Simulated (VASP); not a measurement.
# BiP (P-6m2) in VASP: a series of runs, part 2 of 2

VASP 6.6.1. The steps go on from the part before.

## Step 4: Single point, r2SCAN

This run uses another cell than the first one, of 24.93 Å³/atom.

The input, POSCAR:

```
BiP
1.0
    3.9188589170      0.0000000000      0.0000000000
   -1.9594294585      3.3938313760      0.0000000000
    0.0000000000      0.0000000000      3.7488147774
Bi P
1 1
Direct
    0.0000000000      0.0000000000      0.0000000000
    0.6666666667      0.3333333333      0.5000000000
```

The input, INCAR.step1:

```
SYSTEM = BiP
PREC = Accurate
ENCUT = 520
ISMEAR = 0
SIGMA = 0.05
LREAL = .False.
LASPH = .True.
NELM = 80
NBANDS = 17
GGA = PE
ALGO = Normal
EDIFF = 1E-4
LWAVE = .True.
LCHARG = .False.
```

The input, INCAR.step2:

```
SYSTEM = BiP
PREC = Accurate
ENCUT = 520
EDIFF = 1E-6
ISMEAR = 0
SIGMA = 0.05
LREAL = .False.
LASPH = .True.
NELM = 80
ALGO = Normal
ISIF = 2
LWAVE = .False.
LCHARG = .True.
METAGGA = R2SCAN
LMIXTAU = .True.
LELF = .True.
LVHAR = .True.
NBANDS = 17
ISTART = 1
```

The input, KPOINTS:

```
Automatic mesh
0
Gamma
  10 10 10
  0 0 0
```

The run is started by

```
> cat potpaw_PBE.64/Bi_d/POTCAR potpaw_PBE.64/P/POTCAR > POTCAR
> cp INCAR.step1 INCAR
> mpirun -np 1 vasp_std > vasp.out
> cp INCAR.step2 INCAR
> mpirun -np 1 vasp_std > vasp.out
```

It took 2.9 min on 1 thread of Intel Xeon Platinum 8488C (Sapphire Rapids), shared host; peak memory 0.21 GiB.

Results (log left out):

| Property | Result |
| --- | --- |
| Free energy | -66.8256 eV |
| Pressure | 0.0 GPa |
| Band gap on the k mesh | zero (bands 10 and 11 overlap by 2.85 eV) |

Levels at points of the mesh, in eV from the Fermi level:
| k point | band 8 | band 9 | band 10 | band 11 | band 12 | band 13 |
| --- | --- | --- | --- | --- | --- | --- |
| (0.00, 0.00, 0.00) | -2.83 | -1.46 | -1.46 | 2.57 | 2.57 | 4.27 |
| (0.50, 0.00, 0.00) | -3.18 | -2.20 | -0.83 | 2.05 | 2.15 | 4.54 |
| (0.00, 0.00, 0.50) | -0.09 | -0.09 | 0.68 | 1.39 | 2.13 | 2.13 |
| (0.50, 0.00, 0.50) | -5.39 | -5.20 | -0.78 | 0.30 | 2.55 | 2.57 |

Caveat: the PAW data sets were made with another functional, which shifts forces and pressure a little; spin-orbit coupling is left out, which moves the levels of the heavy elements.

## Step 5: Single point, r2SCAN

This run uses another cell than the first one, of 24.93 Å³/atom.

POSCAR is that of step 4.

The input, INCAR.step1:

```
PREC     = Accurate       # precision mode
ENCUT    = 520            # plane-wave cutoff, eV
ISMEAR   = 1              # smearing method
SIGMA    = 0.1            # smearing width, eV
LREAL    = False          # projectors in reciprocal space
LASPH    = True           # aspherical terms in the spheres
NELM     = 60             # most SCF steps
NBANDS   = 17             # bands
GGA      = PE             # functional
ALGO     = Normal         # electronic algorithm
EDIFF    = 1E-4           # SCF threshold, eV
LWAVE    = True           # write WAVECAR
LCHARG   = False          # write CHGCAR
```

The input, INCAR.step2:

```
PREC     = Accurate       # precision mode
ENCUT    = 520            # plane-wave cutoff, eV
EDIFF    = 1E-6           # SCF threshold, eV
ISMEAR   = 1              # smearing method
SIGMA    = 0.1            # smearing width, eV
LREAL    = False          # projectors in reciprocal space
LASPH    = True           # aspherical terms in the spheres
NELM     = 60             # most SCF steps
ALGO     = Normal         # electronic algorithm
ISIF     = 2              # what is computed and relaxed
LWAVE    = False          # write WAVECAR
LCHARG   = False          # write CHGCAR
METAGGA  = R2SCAN         # meta-GGA
LMIXTAU  = True         
NBANDS   = 17             # bands
ISTART   = 1
```

The input, KPOINTS:

```
Automatic mesh
0
Gamma
  10 10 10
```

Potentials or basis: VASP PAW PBE potentials, release 64 (Bi_d, P).

The run is started by

```
> cat potpaw_PBE.64/Bi_d/POTCAR potpaw_PBE.64/P/POTCAR > POTCAR
> cp INCAR.step1 INCAR
> mpirun -np 1 vasp_std > vasp.out
> cp INCAR.step2 INCAR
> mpirun -np 1 vasp_std > vasp.out
```

OUTCAR:

```text
PREC = Accurate
   ENCUT = 520
   EDIFF = 1E-6
   ISMEAR = 1
   LREAL = False
   LASPH = True
   NELM = 60
   ISIF = 2
   METAGGA = R2SCAN
   ISTART = 1

 ion  position               nearest neighbor table
   1  0.000  0.000  0.000-   2 2.94   2 2.94   2 2.94   2 2.94   2 2.94   2 2.94
   2  0.667  0.333  0.500-   1 2.94   1 2.94   1 2.94   1 2.94   1 2.94   1 2.94

  LATTYP: Found a hexagonal cell.
 ALAT       =     3.9188589170
 C/A-ratio  =     0.9566087621

  Lattice vectors:

 A1 = (   3.9188589170,   0.0000000000,   0.0000000000)
[... 192 lines left out ...]
      6      -7.3392      2.00000
[... 457 lines left out ...]
      4     -16.6381      2.00000
      5     -16.6343      2.00000
      6      -5.1356      2.00000
[... 9 lines left out ...]
     16      17.5874      0.00000
     17      18.4012      0.00000

 [... further k-points ...]
[... 5 lines left out ...]
  --------------------------------------------------------------------------------------
  -------------------------------------------------------------------------------------
  Total       -0.0014057     -0.0014057     -0.0029551      0.0000000      0.0000000      0.0000000
  in kB       -0.0451714     -0.0451714     -0.0949598      0.0000000      0.0000000      0.0000000
  external PRESSURE =      -0.0617675 kB  Pullay stress =       0.0000000 kB

 VOLUME and BASIS-vectors are now :
 -----------------------------------------------------------------------------
  energy-cutoff  :      520.00
  volume of cell :       49.86
      direct lattice vectors                 reciprocal lattice vectors
     3.918858917  0.000000000  0.000000000     0.255176321  0.147326117  0.000000000
    -1.959429459  3.393831376  0.000000000     0.000000000  0.294652235  0.000000000
     0.000000000  0.000000000  3.748814777     0.000000000  0.000000000  0.266750976

 POSITION                                       TOTAL-FORCE (eV/Angst)
 -----------------------------------------------------------------------------------
      0.00000      0.00000      0.00000        -0.000000      0.000000      0.000000
      1.95943      1.13128      1.87441         0.000000      0.000000      0.000000
 -----------------------------------------------------------------------------------
    total drift:                               -0.000000      0.000000      0.000000

  FREE ENERGIE OF THE ION-ELECTRON SYSTEM (eV)
  ---------------------------------------------------
  free  energy   TOTEN  =       -66.8251268777 eV

  energy  without entropy=      -66.8248760816  energy(sigma->0) =      -66.82504328
```

OUTCAR.step1:

```text
PREC = Accurate
   ENCUT = 520
   ISMEAR = 1
   LREAL = False
   LASPH = True
[... 703 lines left out ...]
      0.00000      0.00000      0.00000         0.000000      0.000000      0.000000
      1.95943      1.13128      1.87441         0.000000     -0.000000      0.000000
 -----------------------------------------------------------------------------------
    total drift:                                0.000000     -0.000000      0.000000

  FREE ENERGIE OF THE ION-ELECTRON SYSTEM (eV)
  ---------------------------------------------------
  free  energy   TOTEN  =        -8.7232259257 eV

  energy  without entropy=       -8.7228672713  energy(sigma->0) =       -8.72310637
```

Run time: 3 min. Hardware: 1 thread of Intel Xeon Platinum 8488C (Sapphire Rapids), shared host; peak memory 0.21 GiB.

What came out:

| Item | Value |
| --- | --- |
| Free energy | -66.8251 eV |
| Pressure | 0.0 GPa |
| Band gap on the k mesh | zero (bands 10 and 11 overlap by 2.85 eV) |

Caveat: the PAW data sets were made with another functional, which shifts forces and pressure a little; spin-orbit coupling is left out, which moves the levels of the heavy elements.

## Step 6: Single point, r2SCAN+D3(BJ)

This run uses another cell than the first one, of 24.93 Å³/atom.

POSCAR is that of step 5.

The input, INCAR.step1:

```
SYSTEM = BiP
PREC = Accurate
ENCUT = 520
ISMEAR = 0
SIGMA = 0.05
LREAL = .False.
LASPH = .True.
NELM = 80
NBANDS = 17
GGA = PE
ALGO = Normal
EDIFF = 1E-4
LWAVE = .True.
LCHARG = .False.
```

The input, INCAR.step2:

```
SYSTEM = BiP
PREC = Accurate
ENCUT = 520
EDIFF = 1E-7
ISMEAR = 0
SIGMA = 0.05
LREAL = .False.
LASPH = .True.
NELM = 80
ALGO = Normal
ISIF = 2
LWAVE = .False.
LCHARG = .False.
METAGGA = R2SCAN
LMIXTAU = .True.
IVDW = 12
VDW_S6 = 1.0
VDW_S8 = 0.78981345
VDW_A1 = 0.49484001
VDW_A2 = 5.73083694
NBANDS = 17
ISTART = 1
```

The input, KPOINTS:

```
regular mesh
0
Gamma
  10 10 10
  0 0 0
```

Potentials or basis: VASP PAW PBE potentials, release 64 (Bi_d, P).

The run is started by

```
> cat potpaw_PBE.64/Bi_d/POTCAR potpaw_PBE.64/P/POTCAR > POTCAR
> cp INCAR.step1 INCAR
> mpirun -np 1 vasp_std > vasp.out
> cp INCAR.step2 INCAR
> mpirun -np 1 vasp_std > vasp.out
```

OUTCAR:

```text
SYSTEM = BiP
   PREC = Accurate
   ENCUT = 520
   EDIFF = 1E-7
   ISMEAR = 0
   LREAL = .False.
   LASPH = .True.
   NELM = 80
   ISIF = 2
   METAGGA = R2SCAN
   IVDW = 12
   ISTART = 1
 IVDW          = 12

 ion  position               nearest neighbor table
   1  0.000  0.000  0.000-   2 2.94   2 2.94   2 2.94   2 2.94   2 2.94   2 2.94
   2  0.667  0.333  0.500-   1 2.94   1 2.94   1 2.94   1 2.94   1 2.94   1 2.94

  LATTYP: Found a hexagonal cell.
 ALAT       =     3.9188589170
 C/A-ratio  =     0.9566087621

  Lattice vectors:

 A1 = (   3.9188589170,   0.0000000000,   0.0000000000)
 A2 = (  -1.9594294585,   3.3938313760,   0.0000000000)
 A3 = (   0.0000000000,   0.0000000000,   3.7488147774)

Analysis of symmetry for initial positions (statically):
=====================================================================
 Subroutine PRICEL returns:
 Original cell was already a primitive cell.

 Routine SETGRP: Setting up the symmetry group for a
 hexagonal supercell.

 Subroutine GETGRP returns: Found 12 space group operations
 (whereof 12 operations were pure point group operations)
 out of a pool of 24 trial point group operations.

The static configuration has the point symmetry D_3h.

Analysis of symmetry for dynamics (positions and initial velocities):
=====================================================================
 Subroutine PRICEL returns:
 Original cell was already a primitive cell.

 Routine SETGRP: Setting up the symmetry group for a
 hexagonal supercell.

 Subroutine GETGRP returns: Found 12 space group operations
 (whereof 12 operations were pure point group operations)
 out of a pool of 24 trial point group operations.

The dynamic configuration has the point symmetry D_3h.

 Subroutine INISYM returns: Found 12 space group operations
 (whereof 12 operations are pure point group operations),
 and found     1 'primitive' translations

----------------------------------------------------------------------------------------

                                     Primitive cell

  volume of cell :      49.8590

  direct lattice vectors                    reciprocal lattice vectors
     3.918858917  0.000000000  0.000000000     0.255176321  0.147326117  0.000000000
    -1.959429459  3.393831376  0.000000000     0.000000000  0.294652235  0.000000000
     0.000000000  0.000000000  3.748814777     0.000000000  0.000000000  0.266750976

  length of vectors
     3.918858917  3.918858917  3.748814777     0.294652235  0.294652235  0.266750976

  position of ions in fractional coordinates (direct lattice)
     0.000000000  0.000000000  0.000000000
     0.666666667  0.333333333  0.500000000

  ion indices of the primitive-cell ions
   primitive index   ion index
                 1           1
                 2           2

----------------------------------------------------------------------------------------

 KPOINTS: regular mesh

Automatic generation of k-mesh.
 Grid dimensions read from file:
 generate k-points for:   10   10   10

 Generating k-lattice:

  Cartesian coordinates                     Fractional coordinates (reciprocal lattice)
     0.025517632  0.014732612  0.000000000     0.100000000  0.000000000  0.000000000
     0.000000000  0.029465223  0.000000000     0.000000000  0.100000000  0.000000000
     0.000000000  0.000000000  0.026675098     0.000000000  0.000000000  0.100000000

  Length of vectors
     0.029465223  0.029465223  0.026675098

  Shift w.r.t. Gamma in fractional coordinates (k-lattice)
     0.000000000  0.000000000  0.000000000

 Subroutine IBZKPT returns following result:
 ===========================================

 Found     84 irreducible k-points:

 Following reciprocal coordinates:
            Coordinates               Weight
  0.000000  0.000000  0.000000      1.000000
  0.100000  0.000000  0.000000      6.000000
  0.200000  0.000000  0.000000      6.000000
  0.300000  0.000000  0.000000      6.000000
  0.400000  0.000000  0.000000      6.000000
  0.500000  0.000000  0.000000      3.000000
[... 16 lines left out ...]
  0.300000  0.100000  0.100000     24.000000
  0.400000  0.100000  0.100000     24.000000
 [... further k-points ...]
   k-points           NKPTS =     84   k-points in BZ     NKDIM =     84   number of bands    NBANDS=     17
   number of dos      NEDOS =    301   number of ions     NIONS =      2
   total plane-waves  NPLWV =  25200
   dimension x,y,z NGX =    30 NGY =   30 NGZ =   28
   dimension x,y,z NGXF=    60 NGYF=   60 NGZF=   56
   ions per type =               1   1
   NGX,Y,Z   is equivalent  to a cutoff of  12.73, 12.73, 12.42 a.u.
   NGXF,Y,Z  is equivalent  to a cutoff of  25.45, 25.45, 24.83 a.u.
 SYSTEM =  BiP
   PREC   = accura    normal or accurate (medium, high low for compatibility)
   ISTART =      1    job   : 0-new  1-cont  2-samecut
   ICHARG =      0    charge: 1-file 2-atom 10-const
   ISPIN  =      1    spin polarized calculation?
   LNONCOLLINEAR =      F non collinear calculations
   LSORBIT =      F    spin-orbit coupling
   LASPH  =      T    aspherical Exc in radial PAW
   ENCUT  =  520.0 eV  38.22 Ry    6.18 a.u.   7.29  7.29  6.97*2*pi/ulx,y,z
   NELM   =     80;   NELMIN=  2; NELMDL=  0     # of ELM steps
   EDIFF  = 0.1E-06   stopping-criterion for ELM
   LREAL  =      F    real-space projection
   EDIFFG = 0.1E-05   stopping-criterion for IOM
   NSW    =      0    number of steps for IOM
   IBRION =     -1    ionic relax: 0-MD 1-quasi-New 2-CG
   NFREE  =      0    steps in history (QN), initial steepest desc. (CG)
   ISIF   =      2    stress and relaxation
   ISYM   =      2    0-nonsym 1-usesym 2-fastsym
   POTIM  = 0.5000    time-step for ionic-motion
   TEBEG  =    0.0;   TEEND  =   0.0 temperature during run
   PSTRESS=    0.0 pullay stress
   NELECT =      20.0000    total number of electrons
   NUPDOWN=      -1.0000    fix difference up-down
   EMIN   =  10.00;   EMAX   =-10.00  energy-range for DOS
   EFERMI =   0.00;   METHOD = LEGACY
   ISMEAR =     0;   SIGMA  =   0.05  broadening in eV -4-tet -1-fermi 0-gaus
   EFERMI_NEDOS =   21; number of points for ismear=-14 and -15
   IALGO  =     38    algorithm
   IMIX   =      4    mixing-type and parameters
     AMIX     =   0.40;   BMIX     =  1.00
     AMIX_MAG =   1.60;   BMIX_MAG =  1.00
  volume/ion in A,a.u.               =      24.93       168.23
  Fermi-wavevector in a.u.,A,eV,Ry     =   1.207360  2.281580 19.833468  1.457719
  Thomas-Fermi vector in A             =   2.343000
   LORBIT       =      0    0 simple, 1 ext, 2 COOP (PROOUT), +10 PAW based schemes
   METAGGA = R2SCAN    functional components
   LHFCALC =     F    Hartree Fock is set to
   AEXX    =    0.0000 exact exchange contribution
   IVDW    =    12    specifies the selected vdW correction
   LEPSILON=     F    determine dielectric tensor
   LRPA    =     F    only Hartree local field effects (RPA)
 non-spin polarized calculation
 Gauss-broadening in eV      SIGMA  =   0.05
  energy-cutoff  :      520.00
  volume of cell :       49.86
 maximum number of plane-waves:      1370
 NGX is ok and might be reduce to    30
   NGX = 15   NGY = 15   NGZ = 13

 number of electron      20.0000011 magnetization

 Free energy of the ion-electron system (eV)
  ---------------------------------------------------
  ext. energy  EPLUGINS =         0.00000000
  ---------------------------------------------------
  free energy    TOTEN  =       -66.82556074 eV

  energy without entropy =      -66.82435752  energy(sigma->0) =      -66.82495913

 E-fermi :   7.1582     XC(G=0): -10.7847

 val. band max:        7.1210680699   @ k =   0.0000   0.0000   0.4000
 cond. band min:       7.1696931037   @ k =   0.2000   0.1000   0.2000
 fundamental gap:      0.0486250338
 Fermi energy:         7.1582347963

 k-point     1 :       0.0000    0.0000    0.0000
  band No.  band energies     occupation
      1     -16.7083      2.00000
      2     -16.6821      2.00000
      3     -16.6821      2.00000
      4     -16.6278      2.00000
      5     -16.6278      2.00000
      6      -7.3392      2.00000
[... 9 lines left out ...]
     16      18.1170      0.00000
     17      18.1210      0.00000
[... 441 lines left out ...]
 k-point    24 :       0.4000    0.1000    0.1000
  band No.  band energies     occupation
      1     -16.6975      2.00000
      2     -16.6638      2.00000
      3     -16.6552      2.00000
      4     -16.6380      2.00000
      5     -16.6341      2.00000
      6      -5.1356      2.00000
[... 9 lines left out ...]
     16      17.5874      0.00000
     17      18.4011      0.00000

 [... further k-points ...]

------------------------ aborting loop because EDIFF is reached ----------------------------------------

 Edisp (eV)   -0.41741

 E8    (eV) :    -0.1472

  FORCE on cell =-STRESS in cart. coord.  units (eV):
  Direction    XX          YY          ZZ          XY          YZ          ZX
  --------------------------------------------------------------------------------------
  -------------------------------------------------------------------------------------
  Total      -0.43193    -0.43193    -0.44156     0.00000     0.00000     0.00000
  in kB     -13.87978   -13.87978   -14.18905     0.00000     0.00000     0.00000
  external pressure =      -13.98 kB  Pullay stress =        0.00 kB

 VOLUME and BASIS-vectors are now :
 -----------------------------------------------------------------------------
  energy-cutoff  :      520.00
  volume of cell :       49.86
      direct lattice vectors                 reciprocal lattice vectors
     3.918858917  0.000000000  0.000000000     0.255176321  0.147326117  0.000000000
    -1.959429459  3.393831376  0.000000000     0.000000000  0.294652235  0.000000000
     0.000000000  0.000000000  3.748814777     0.000000000  0.000000000  0.266750976

 POSITION                                       TOTAL-FORCE (eV/Angst)
 -----------------------------------------------------------------------------------
      0.00000      0.00000      0.00000         0.000000     -0.000000      0.000000
      1.95943      1.13128      1.87441        -0.000000      0.000000      0.000000
 -----------------------------------------------------------------------------------
    total drift:                               -0.000000      0.000000      0.000000

  FREE ENERGIE OF THE ION-ELECTRON SYSTEM (eV)
  ---------------------------------------------------
  free  energy   TOTEN  =       -67.2429739973 eV

  energy  without entropy=      -67.2417707741  energy(sigma->0) =      -67.24237239
```

Wall time 3.1 min (1 thread of Intel Xeon Platinum 8488C (Sapphire Rapids), shared host); peak memory 0.22 GiB.

What came out:

```
Free energy                : -67.2430 eV
Pressure                   : -1.4 GPa
Band gap on the k mesh     : zero (bands 10 and 11 overlap by 2.85 eV)
Dispersion energy per atom : -0.209 eV
```

Levels at points of the mesh, in eV from the Fermi level:
```tsv
k point	band 8	band 9	band 10	band 11	band 12	band 13
(0.00, 0.00, 0.00)	-2.83	-1.46	-1.46	2.57	2.57	4.27
(0.50, 0.00, 0.00)	-3.18	-2.20	-0.83	2.05	2.15	4.54
(0.00, 0.00, 0.50)	-0.09	-0.09	0.68	1.39	2.13	2.13
(0.50, 0.00, 0.50)	-5.39	-5.20	-0.78	0.30	2.55	2.57
```

Caveat: the PAW data sets were made with another functional, which shifts forces and pressure a little; spin-orbit coupling is left out, which moves the levels of the heavy elements.

## Step 7: Summary

```tsv
level	cell	smearing	gap on the mesh (eV)	pressure (GPa)
r2SCAN	a = 3.853, b = 3.853, c = 3.722 Å, angles 90.0, 90.0, 120.0°, 2 atoms	gaussian 0.05 eV	none	3.1
r2SCAN	a = 3.886, b = 3.886, c = 3.736 Å, angles 90.0, 90.0, 120.0°, 2 atoms	gaussian 0.05 eV	none	1.4
r2SCAN	a = 3.919, b = 3.919, c = 3.749 Å, angles 90.0, 90.0, 120.0°, 2 atoms	gaussian 0.05 eV	none	0.0
r2SCAN	a = 3.919, b = 3.919, c = 3.749 Å, angles 90.0, 90.0, 120.0°, 2 atoms	methfessel-paxton 0.1 eV	none	0.0
r2SCAN+D3(BJ)	a = 3.919, b = 3.919, c = 3.749 Å, angles 90.0, 90.0, 120.0°, 2 atoms	gaussian 0.05 eV	none	-1.4
```

Alike in all rows: task single point; potentials or basis VASP PAW PBE potentials, release 64 (Bi_d, P); no spin polarisation; k mesh 10 × 10 × 10; cutoff (eV) 520.

Caveats: the PAW data sets were made with another functional, which shifts forces and pressure a little; spin-orbit coupling is left out, which moves the levels of the heavy elements; the cell stands under pressure (at least some runs).

Total energies depend on the potentials used, so only differences within one code and one set of settings carry meaning.
